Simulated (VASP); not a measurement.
Here is a VASP 6.6.1 calculation.

The input POSCAR:

```
Se
1.0
   -1.3943602098      1.3943602098      1.3943602098
    1.3943602098     -1.3943602098      1.3943602098
    1.3943602098      1.3943602098     -1.3943602098
Se
1
Direct
    0.0000000000      0.0000000000      0.0000000000
```

Contents of INCAR.step1:

```
SYSTEM = Se
PREC = Accurate
ENCUT = 520
ISMEAR = 0
SIGMA = 0.1
LREAL = .FALSE.
LASPH = .TRUE.
NELM = 100
NBANDS = 9
GGA = PE
ALGO = Normal
EDIFF = 1E-4
LWAVE = .TRUE.
LCHARG = .FALSE.
```

File INCAR.step2:

```
SYSTEM = Se
PREC = Accurate
ENCUT = 520
EDIFF = 1E-7
ISMEAR = 0
SIGMA = 0.1
LREAL = .FALSE.
LASPH = .TRUE.
NELM = 100
ALGO = Normal
ISIF = 2
LWAVE = .FALSE.
LCHARG = .FALSE.
METAGGA = R2SCAN
LMIXTAU = .TRUE.
LUSE_VDW = .TRUE.
IVDW_NL = 2
BPARAM = 11.95
CPARAM = 0.0093
NBANDS = 9
ISTART = 1
```

The input KPOINTS:

```
regular mesh
0
G
  18 18 18
  0 0 0
```

Potentials or basis: VASP PAW PBE potentials, release 64 (Se).

The run is started by

```console
$ cat potpaw_PBE.64/Se/POTCAR > POTCAR
$ cp INCAR.step1 INCAR
$ mpirun -np 1 vasp_std > vasp.out
$ cp INCAR.step2 INCAR
$ mpirun -np 1 vasp_std > vasp.out
```

(1) Estimate the pressure.

(2) Predict the band gap on the k mesh.

## Answers

(1) 187.5 GPa.

(2) zero (band 3 reaches 23.90 eV, above the bottom of band 4 at 7.94 eV).

Caveat: the PAW data sets were made with another functional, which shifts forces and pressure a little.
